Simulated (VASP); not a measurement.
# BAs (Pm-3m) in VASP: a series of runs

The runs below take BAs through single point, with PBE0, PBEsol-based global hybrid, HSE06.

Everything below comes from runs of VASP 6.6.1. Logs are shortened: lines on timing, memory, paths and dates and some standing lists are left out, and cuts for length are marked.

### Step 1. The cell of the first run

Symmetry: Pm-3m, No. 221, cubic system. Conventional cell: a = 2.875 Å, b = 2.875 Å, c = 2.875 Å, α = 90.00°, β = 90.00°, γ = 90.00°. Within 3.3 Å of B (site symmetry m-3m) lie 8 As at 2.49 Å and 6 B at 2.88 Å. Within 3.3 Å of As (site symmetry m-3m) lie 8 B at 2.49 Å and 6 As at 2.88 Å.

### Step 2. Single point, PBE0

File POSCAR:

```
BAs
1.0
    2.8751968679      0.0000000000      0.0000000000
    0.0000000000      2.8751968679      0.0000000000
    0.0000000000      0.0000000000      2.8751968679
B As
1 1
Direct
    0.5000000000      0.5000000000      0.5000000000
    0.0000000000      0.0000000000      0.0000000000
```

File INCAR.step1:

```
  ALGO = Normal
  EDIFF = 1E-5
  ENCUT = 520
  GGA = PE
  ISIF = 2
  ISMEAR = -1
  LASPH = T
  LREAL = F
  LWAVE = T
  NBANDS = 11
  NELM = 80
  PREC = Accurate
  SIGMA = 0.05
```

File INCAR.step2:

```
  AEXX = 0.25
  ALGO = Normal
  EDIFF = 1E-6
  ENCUT = 520
  GGA = PE
  ISIF = 2
  ISMEAR = -1
  ISTART = 1
  LASPH = T
  LCHARG = T
  LELF = T
  LHFCALC = T
  LREAL = F
  LVHAR = T
  LWAVE = F
  NBANDS = 11
  NELM = 80
  PREC = Accurate
  PRECFOCK = Normal
  SIGMA = 0.05
```

File KPOINTS:

```
k-points
0
Gamma
  5 5 5
```

Potentials or basis: VASP PAW PBE potentials, release 64 (B, As).

Command:

```
$ cat potpaw_PBE.64/B/POTCAR potpaw_PBE.64/As/POTCAR > POTCAR
$ cp INCAR.step1 INCAR
$ mpirun -np 1 vasp_std > vasp.out
$ cp INCAR.step2 INCAR
$ mpirun -np 1 vasp_std > vasp.out
```

OUTCAR:

```text
AEXX = 0.25
   EDIFF = 1E-6
   ENCUT = 520
   GGA = PE
   ISIF = 2
   ISMEAR = -1
   ISTART = 1
   LASPH = T
   LHFCALC = T
   LREAL = F
   NELM = 80
   PREC = Accurate
   PRECFOCK = Normal

 ion  position               nearest neighbor table
   1  0.500  0.500  0.500-   2 2.49   2 2.49   2 2.49   2 2.49   2 2.49   2 2.49   2 2.49   2 2.49

   2  0.000  0.000  0.000-   1 2.49   1 2.49   1 2.49   1 2.49   1 2.49   1 2.49   1 2.49   1 2.49

  LATTYP: Found a simple cubic cell.
 ALAT       =     2.8751968679

  Lattice vectors:

 A1 = (   2.8751968679,   0.0000000000,   0.0000000000)
 A2 = (   0.0000000000,   2.8751968679,   0.0000000000)
 A3 = (   0.0000000000,   0.0000000000,   2.8751968679)

Analysis of symmetry for initial positions (statically):
=====================================================================
 Subroutine PRICEL returns:
 Original cell was already a primitive cell.

 Routine SETGRP: Setting up the symmetry group for a
 simple cubic supercell.

 Subroutine GETGRP returns: Found 48 space group operations
 (whereof 48 operations were pure point group operations)
 out of a pool of 48 trial point group operations.

The static configuration has the point symmetry O_h .

Analysis of symmetry for dynamics (positions and initial velocities):
=====================================================================
 Subroutine PRICEL returns:
 Original cell was already a primitive cell.

 Routine SETGRP: Setting up the symmetry group for a
 simple cubic supercell.

 Subroutine GETGRP returns: Found 48 space group operations
 (whereof 48 operations were pure point group operations)
 out of a pool of 48 trial point group operations.

The dynamic configuration has the point symmetry O_h .

 Subroutine INISYM returns: Found 48 space group operations
 (whereof 48 operations are pure point group operations),
 and found     1 'primitive' translations

----------------------------------------------------------------------------------------

                                     Primitive cell

  volume of cell :      23.7686

  direct lattice vectors                    reciprocal lattice vectors
     2.875196868  0.000000000  0.000000000     0.347802271  0.000000000  0.000000000
     0.000000000  2.875196868  0.000000000     0.000000000  0.347802271  0.000000000
     0.000000000  0.000000000  2.875196868     0.000000000  0.000000000  0.347802271

  length of vectors
     2.875196868  2.875196868  2.875196868     0.347802271  0.347802271  0.347802271

  position of ions in fractional coordinates (direct lattice)
     0.500000000  0.500000000  0.500000000
     0.000000000  0.000000000  0.000000000

  ion indices of the primitive-cell ions
   primitive index   ion index
                 1           1
                 2           2

----------------------------------------------------------------------------------------

 KPOINTS: k-points

Automatic generation of k-mesh.
 Grid dimensions read from file:
 generate k-points for:    5    5    5

 Generating k-lattice:

  Cartesian coordinates                     Fractional coordinates (reciprocal lattice)
     0.069560454  0.000000000  0.000000000     0.200000000  0.000000000  0.000000000
     0.000000000  0.069560454  0.000000000     0.000000000  0.200000000  0.000000000
     0.000000000  0.000000000  0.069560454     0.000000000  0.000000000  0.200000000

  Length of vectors
     0.069560454  0.069560454  0.069560454

  Shift w.r.t. Gamma in fractional coordinates (k-lattice)
     0.000000000  0.000000000  0.000000000

 Subroutine IBZKPT returns following result:
 ===========================================

 Found     10 irreducible k-points:

 Following reciprocal coordinates:
            Coordinates               Weight
  0.000000  0.000000  0.000000      1.000000
  0.200000  0.000000  0.000000      6.000000
  0.400000  0.000000  0.000000      6.000000
  0.200000  0.200000  0.000000     12.000000
  0.400000  0.200000  0.000000     24.000000
  0.400000  0.400000  0.000000     12.000000
  0.200000  0.200000  0.200000      8.000000
  0.400000  0.200000  0.200000     24.000000
  0.400000  0.400000  0.200000     24.000000
  0.400000  0.400000  0.400000      8.000000
   k-points           NKPTS =     10   k-points in BZ     NKDIM =    125   number of bands    NBANDS=     11
   number of dos      NEDOS =    301   number of ions     NIONS =      2
   total plane-waves  NPLWV =  13824
   dimension x,y,z NGX =    24 NGY =   24 NGZ =   24
   dimension x,y,z NGXF=    48 NGYF=   48 NGZF=   48
   ions per type =               1   1
   NGX,Y,Z   is equivalent  to a cutoff of  13.88, 13.88, 13.88 a.u.
   NGXF,Y,Z  is equivalent  to a cutoff of  27.75, 27.75, 27.75 a.u.
 SYSTEM =  unknown system
   PREC   = accura    normal or accurate (medium, high low for compatibility)
   ISTART =      1    job   : 0-new  1-cont  2-samecut
   ICHARG =      0    charge: 1-file 2-atom 10-const
   ISPIN  =      1    spin polarized calculation?
   LNONCOLLINEAR =      F non collinear calculations
   LSORBIT =      F    spin-orbit coupling
   LASPH  =      T    aspherical Exc in radial PAW
   ENCUT  =  520.0 eV  38.22 Ry    6.18 a.u.   5.35  5.35  5.35*2*pi/ulx,y,z
   NELM   =     80;   NELMIN=  2; NELMDL=  0     # of ELM steps
   EDIFF  = 0.1E-05   stopping-criterion for ELM
   LREAL  =      F    real-space projection
   EDIFFG = 0.1E-04   stopping-criterion for IOM
   NSW    =      0    number of steps for IOM
   IBRION =     -1    ionic relax: 0-MD 1-quasi-New 2-CG
   NFREE  =      0    steps in history (QN), initial steepest desc. (CG)
   ISIF   =      2    stress and relaxation
   ISYM   =      3    0-nonsym 1-usesym 2-fastsym
   POTIM  = 0.5000    time-step for ionic-motion
   TEBEG  =    0.0;   TEEND  =   0.0 temperature during run
   PSTRESS=    0.0 pullay stress
   NELECT =       8.0000    total number of electrons
   NUPDOWN=      -1.0000    fix difference up-down
   EMIN   =  10.00;   EMAX   =-10.00  energy-range for DOS
   EFERMI =   0.00;   METHOD = LEGACY
   ISMEAR =    -1;   SIGMA  =   0.05  broadening in eV -4-tet -1-fermi 0-gaus
   EFERMI_NEDOS =   21; number of points for ismear=-14 and -15
   IALGO  =     38    algorithm
   IMIX   =      1    mixing-type and parameters
     AMIX     =   0.40;   BMIX     =  1.00
     AMIX_MAG =   1.60;   BMIX_MAG =  1.00
  volume/ion in A,a.u.               =      11.88        80.20
  Fermi-wavevector in a.u.,A,eV,Ry     =   1.138773  2.151969 17.644095  1.296804
  Thomas-Fermi vector in A             =   2.275477
   LORBIT       =      0    0 simple, 1 ext, 2 COOP (PROOUT), +10 PAW based schemes
   GGA     = PE    functional components
   LHFCALC =     T    Hartree Fock is set to
   PRECFOCK=normal    Normal, Fast or Accurate (Low or Medium for compatibility)
   ENCUT4O =  -1.0   cutoff for four orbital integrals eV
   NKREDX  =     1    reduce k-point grid by
   NKREDY  =     1    reduce k-point grid by
   NKREDZ  =     1    reduce k-point grid by
   AEXX    =    0.2500 exact exchange contribution
   HFSCREEN=    0.0000 screening length (either q_TF or 0.3 A-1)
   HFSCREENC=   0.0000 screening length for correlation (either q_TF or 0.3 A-1)
   ENCUTFOCK=  -1.0 apply spherical cutoff to Coloumb kernel
   IVDW    =     0    specifies the selected vdW correction
   LEPSILON=     F    determine dielectric tensor
   LRPA    =     F    only Hartree local field effects (RPA)
 non-spin polarized calculation
  energy-cutoff  :      520.00
  volume of cell :       23.77
 maximum number of plane-waves:       655
 NGX is ok and might be reduce to    24
  NGX = 18; NGY = 18; NGZ = 18

 number of electron       8.0000001 magnetization

 Free energy of the ion-electron system (eV)
  ---------------------------------------------------
  ext. energy  EPLUGINS =         0.00000000
  ---------------------------------------------------
  free energy    TOTEN  =       -10.59492948 eV

  energy without entropy =      -10.59491935  energy(sigma->0) =      -10.59492442

 E-fermi :   8.0970     XC(G=0):  -9.2154

 val. band max:        7.5635153474   @ k =   0.4000   0.4000   0.2000
 cond. band min:       8.5966872624   @ k =   0.2000   0.2000   0.0000
 fundamental gap:      1.0331719150
 Fermi energy:         8.0970020313

 k-point     1 :       0.0000    0.0000    0.0000
  band No.  band energies     occupation
      1     -10.9232      2.00000
      2       6.3314      2.00000
      3       6.3314      2.00000
      4       6.3314      2.00000
      5       8.6751      0.00002
      6      14.2015      0.00000
      7      14.2015      0.00000
      8      19.4401      0.00000
      9      19.4401      0.00000
     10      19.4401      0.00000
     11      28.7461      0.00000

 k-point     2 :       0.2000    0.0000    0.0000
  band No.  band energies     occupation
      1     -10.1921      2.00000
      2       1.4990      2.00000
      3       7.2169      2.00000
      4       7.2169      2.00000
      5      10.3288      0.00000
      6      14.9102      0.00000
      7      17.2826      0.00000
      8      17.5516      0.00000
      9      17.5516      0.00000
     10      19.4518      0.00000
     11      26.0462      0.00000

 k-point     3 :       0.4000    0.0000    0.0000
  band No.  band energies     occupation
      1      -8.1494      2.00000
      2      -3.4641      2.00000
      3      10.1661      0.00000
      4      10.1661      0.00000
      5      11.9625      0.00000
      6      13.7591      0.00000
      7      13.7591      0.00000
      8      14.7998      0.00000
      9      16.9572      0.00000
     10      21.1336      0.00000
     11      26.5875      0.00000
[... 71 lines left out ...]
 k-point     9 :       0.4000    0.4000    0.2000
  band No.  band energies     occupation
      1      -4.5560      2.00000
      2      -0.0665      2.00000
      3       0.4052      2.00000
      4       4.2251      2.00000
      5       7.5635      1.99995
      6      10.9790      0.00000
      7      12.7320      0.00000
      8      14.8470      0.00000
      9      24.3078      0.00000
     10      25.9955      0.00000
     11      26.1819      0.00000

 k-point    10 :       0.4000    0.4000    0.4000
  band No.  band energies     occupation
      1      -2.4920      2.00000
      2       1.6462      2.00000
      3       2.7832      2.00000
      4       2.7832      2.00000
      5       5.4270      2.00000
      6       6.9682      2.00000
      7       6.9682      2.00000
      8      10.6071      0.00000
      9      27.9857      0.00000
     10      28.9473      0.00000
     11      28.9473      0.00000

------------------------ aborting loop because EDIFF is reached ----------------------------------------

  FORCE on cell =-STRESS in cart. coord.  units (eV):
  Direction    XX          YY          ZZ          XY          YZ          ZX
  --------------------------------------------------------------------------------------
  -------------------------------------------------------------------------------------
  Total       -0.0729703     -0.0729703     -0.0729703      0.0000000     -0.0000000     -0.0000000
  in kB       -4.9187425     -4.9187425     -4.9187425      0.0000000     -0.0000000     -0.0000000
  external PRESSURE =      -4.9187425 kB  Pullay stress =       0.0000000 kB

 VOLUME and BASIS-vectors are now :
 -----------------------------------------------------------------------------
  energy-cutoff  :      520.00
  volume of cell :       23.77
      direct lattice vectors                 reciprocal lattice vectors
     2.875196868  0.000000000  0.000000000     0.347802271  0.000000000  0.000000000
     0.000000000  2.875196868  0.000000000     0.000000000  0.347802271  0.000000000
     0.000000000  0.000000000  2.875196868     0.000000000  0.000000000  0.347802271

 POSITION                                       TOTAL-FORCE (eV/Angst)
 -----------------------------------------------------------------------------------
      1.43760      1.43760      1.43760         0.000000      0.000000      0.000000
      0.00000      0.00000      0.00000         0.000000      0.000000      0.000000
 -----------------------------------------------------------------------------------
    total drift:                               -0.000000      0.000000     -0.000000

  FREE ENERGIE OF THE ION-ELECTRON SYSTEM (eV)
  ---------------------------------------------------
  free  energy   TOTEN  =       -10.5949294847 eV

  energy  without entropy=      -10.5949193532  energy(sigma->0) =      -10.59492442
```

Wall time 83 s (1 thread of Intel Xeon 6975P-C (Granite Rapids), shared host); peak memory 0.15 GiB.

Results:

```yaml
Free_energy: -10.5949 eV
Pressure: -0.5 GPa
Band_gap_on_the_k_mesh: zero (band 4 reaches 10.17 eV, above the bottom of band 5 at 5.43 eV)
```

Caveat: the k points lie up to 0.44 Å⁻¹ apart; the PAW data sets were made with another functional, which shifts forces and pressure a little.

### Step 3. Single point, PBEsol-based global hybrid

This run uses another cell than the first one, of 11.69 Å³/atom, 0.984 times its volume.

File POSCAR:

```
BAs
1.0
    2.8594866950      0.0000000000      0.0000000000
    0.0000000000      2.8594866950      0.0000000000
    0.0000000000      0.0000000000      2.8594866950
B As
1 1
Direct
    0.5000000000      0.5000000000      0.5000000000
    0.0000000000      0.0000000000      0.0000000000
```

File INCAR.step1:

```
SYSTEM = BAs
PREC     = Accurate       ! precision mode
ENCUT    = 520            ! plane-wave cutoff, eV
EDIFF    = 1E-5           ! SCF threshold, eV
ISMEAR   = -1             ! smearing method
SIGMA    = 0.05           ! smearing width, eV
LREAL    = .FALSE.        ! projectors in reciprocal space
LASPH    = .TRUE.         ! aspherical terms in the spheres
NELM     = 100            ! most SCF steps
ALGO     = Normal         ! electronic algorithm
ISIF     = 2              ! what is computed and relaxed
LWAVE    = .TRUE.         ! write WAVECAR
GGA      = PE             ! functional
NBANDS   = 11             ! bands
```

File INCAR.step2:

```
SYSTEM = BAs
PREC     = Accurate       ! precision mode
ENCUT    = 520            ! plane-wave cutoff, eV
EDIFF    = 1E-7           ! SCF threshold, eV
ISMEAR   = -1             ! smearing method
SIGMA    = 0.05           ! smearing width, eV
LREAL    = .FALSE.        ! projectors in reciprocal space
LASPH    = .TRUE.         ! aspherical terms in the spheres
NELM     = 100            ! most SCF steps
ALGO     = Normal         ! electronic algorithm
ISIF     = 2              ! what is computed and relaxed
LWAVE    = .FALSE.        ! write WAVECAR
LCHARG   = .TRUE.         ! write CHGCAR
GGA      = PS             ! functional
LHFCALC  = .TRUE.         ! exact exchange
AEXX     = 0.25           ! exact-exchange fraction
PRECFOCK = Normal       
LELF     = .TRUE.         ! ELF
LVHAR    = .TRUE.       
ISTART   = 1            
NBANDS   = 11             ! bands
```

File KPOINTS:

```
regular mesh
0
G
  5 5 5
  0 0 0
```

Potentials or basis: VASP PAW PBE potentials, release 64 (B, As).

Command:

```
$ cat potpaw_PBE.64/B/POTCAR potpaw_PBE.64/As/POTCAR > POTCAR
$ cp INCAR.step1 INCAR
$ mpirun -np 1 vasp_std > vasp.out
$ cp INCAR.step2 INCAR
$ mpirun -np 1 vasp_std > vasp.out
```

Wall time 49 s (1 thread of Intel Xeon 6975P-C (Granite Rapids), shared host); peak memory 0.14 GiB.

The run converged. Its results:

| Quantity | Value |
| --- | --- |
| Free energy | -11.2300 eV |
| Pressure | -0.4 GPa |
| Band gap on the k mesh | zero (band 4 reaches 10.31 eV, above the bottom of band 5 at 5.61 eV) |

Levels at points of the mesh, in eV from the Fermi level:
| k point | band 2 | band 3 | band 4 | band 5 | band 6 | band 7 |
| --- | --- | --- | --- | --- | --- | --- |
| (0.00, 0.00, 0.00) | -1.79 | -1.79 | -1.79 | 0.78 | 6.09 | 6.09 |

Caveat: the k points lie up to 0.44 Å⁻¹ apart; the PAW data sets were made with another functional, which shifts forces and pressure a little.

### Step 4. Single point, HSE06

This run uses another cell than the first one, of 11.93 Å³/atom, 1.004 times its volume.

File POSCAR:

```
BAs
1.0
    2.8786698186      0.0000000000      0.0000000000
    0.0000000000      2.8786698186      0.0000000000
    0.0000000000      0.0000000000      2.8786698186
B As
1 1
Direct
    0.5000000000      0.5000000000      0.5000000000
    0.0000000000      0.0000000000      0.0000000000
```

File INCAR.step1:

```
SYSTEM = BAs
  PREC = Accurate
  ENCUT = 520
  EDIFF = 1E-5
  ISMEAR = -1
  SIGMA = 0.05
  LREAL = .FALSE.
  LASPH = .TRUE.
  NELM = 80
  ALGO = Normal
  ISIF = 2
  LWAVE = .TRUE.
  LCHARG = .FALSE.
  NBANDS = 11
  GGA = PE
```

File INCAR.step2:

```
SYSTEM = BAs
  PREC = Accurate
  ENCUT = 520
  EDIFF = 1E-6
  ISMEAR = -1
  SIGMA = 0.05
  LREAL = .FALSE.
  LASPH = .TRUE.
  NELM = 80
  ALGO = Normal
  ISIF = 2
  LWAVE = .FALSE.
  LCHARG = .FALSE.
  GGA = PE
  LHFCALC = .TRUE.
  HFSCREEN = 0.2079
  PRECFOCK = Normal
  NBANDS = 11
  ISTART = 1
```

File KPOINTS:

```
Automatic mesh
0
G
  5 5 5
  0 0 0
```

Command:

```
$ cat potpaw_PBE.64/B/POTCAR potpaw_PBE.64/As/POTCAR > POTCAR
$ cp INCAR.step1 INCAR
$ mpirun -np 1 vasp_std > vasp.out
$ cp INCAR.step2 INCAR
$ mpirun -np 1 vasp_std > vasp.out
```

Run time: 82 s. Hardware: 1 thread of Intel Xeon 6975P-C (Granite Rapids), shared host; peak memory 0.24 GiB.

Results (log left out):

- Free energy: -9.6838 eV
- Pressure: -0.4 GPa
- Band gap on the k mesh: zero (band 4 reaches 9.78 eV, above the bottom of band 5 at 5.73 eV)

Levels at points of the mesh, in eV from the Fermi level:
| k point | band 1 | band 2 | band 3 | band 4 | band 5 | band 6 | band 7 | band 8 |
| --- | --- | --- | --- | --- | --- | --- | --- | --- |
| (0.00, 0.00, 0.00) | -18.55 | -1.39 | -1.39 | -1.39 | 0.17 | 5.74 | 5.74 | 10.87 |

Caveat: the k points lie up to 0.44 Å⁻¹ apart; the PAW data sets were made with another functional, which shifts forces and pressure a little.

### Step 5. Summary

| level | cell | share of exact exchange | screening parameter | gap on the mesh (eV) | pressure (GPa) |
| --- | --- | --- | --- | --- | --- |
| PBE0 | a = 2.875 Å, 2 atoms | - | - | none | -0.5 |
| PBEsol-based global hybrid | a = 2.859 Å, 2 atoms | 0.25 | - | none | -0.4 |
| HSE06 | a = 2.879 Å, 2 atoms | - | 0.2079 1/Å | none | -0.4 |

Alike in all rows: task single point; potentials or basis VASP PAW PBE potentials, release 64 (B, As); no spin polarisation; k mesh 5 × 5 × 5; cutoff (eV) 520; smearing fermi-dirac 0.05 eV.

Caveats: all runs use coarse meshes; the PAW data sets were made with another functional, which shifts forces and pressure a little.

Absolute energies hang on the potentials; compare differences alone.
